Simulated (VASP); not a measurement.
Here is a VASP 6.6.1 calculation.

INCAR

```
  PREC = Accurate
  ENCUT = 520
  EDIFF = 1E-6
  ISMEAR = -1
  SIGMA = 0.05
  LREAL = F
  LASPH = T
  NELM = 100
  ALGO = Normal
  ISIF = 2
  LWAVE = F
  LCHARG = T
  GGA = PS
  LELF = T
  LVHAR = T
  NBANDS = 16
```

Contents of KPOINTS:

```
Automatic mesh
0
Gamma
  10 10 5
```

The input POSCAR:

```
SiC
1.0
    3.0757917108      0.0000000000      0.0000000000
   -1.5378958554      2.6637137583      0.0000000000
    0.0000000000      0.0000000000      5.0475640436
Si C
2 2
Direct
    0.6666666667      0.3333333333      0.5045935823
    0.3333333333      0.6666666667      0.0045935823
    0.6666666667      0.3333333333      0.8804064177
    0.3333333333      0.6666666667      0.3804064177
```

Potentials or basis: VASP PAW PBE potentials, release 64 (Si, C).

Launch:

```sh
$ cat potpaw_PBE.64/Si/POTCAR potpaw_PBE.64/C/POTCAR > POTCAR
$ mpirun -np 1 vasp_std > vasp.out
```

Task: What does it give for the band gap on the k mesh?

Result: 2.27 eV, indirect (least direct gap 3.85 eV).

Task: What does it give for the pressure?

Result: 0.4 GPa.

Caveat: the PAW data sets were made with another functional, which shifts forces and pressure a little. A k mesh can miss the band edges.
